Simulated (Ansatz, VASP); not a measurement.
## Zr: VASP beside Ansatz

The input INCAR:

```
SYSTEM = Zr
  ALGO = Normal
  EDIFF = 1E-6
  ENCUT = 500
  GGA = PE
  GGA_COMPAT = .False.
  ISIF = 2
  ISMEAR = 0
  LASPH = .True.
  LCHARG = .False.
  LREAL = .False.
  LWAVE = .False.
  NBANDS = 12
  NELM = 120
  PREC = Accurate
  SIGMA = 0.1
```

File KPOINTS:

```
k-points
0
Gamma
  9 9 9
  0 0 0
```

File POSCAR:

```
Zr
1.0
    0.0000000000      2.2360495242      2.2360495242
    2.2360495242      0.0000000000      2.2360495242
    2.2360495242      2.2360495242      0.0000000000
Zr
1
Direct
    0.0000000000      0.0000000000      0.0000000000
```

Input for Ansatz:

```yaml
crystal:
  lattice:
    - [0.0, 2.2360495242225733, 2.2360495242225733]
    - [2.2360495242225733, 0.0, 2.2360495242225733]
    - [2.2360495242225733, 2.2360495242225733, 0.0]
  atoms:
    - { symbol: Zr, position: [0.0, 0.0, 0.0] }
basis:
  ecutwfc: 476.19925930478996
kpoints:
  mp_grid:
    grid: [9, 9, 9]
hamiltonian:
  xc: pbe
scf:
  occupations:
    method: gaussian
    width: 0.1
output:
  stress: true
```

Alike in both runs: task single point; functional PBE; k mesh 9 × 9 × 9; occupations gaussian, width 0.1 eV; no spin polarisation.

```csv
,VASP,Ansatz
version,VASP 6.6.1,Ansatz 0.2.0
potentials or method,"VASP PAW PBE potentials, release 64 (Zr_sv), cutoff 500 eV","plane waves, PAW"
valence electrons in the cell,12,12
```

Ansatz gave:

| Quantity | Value |
| --- | --- |
| pressure (GPa) | 3.7 |

Task: What did VASP give for the same quantities?

Result: Pressure (GPa): 3.8.
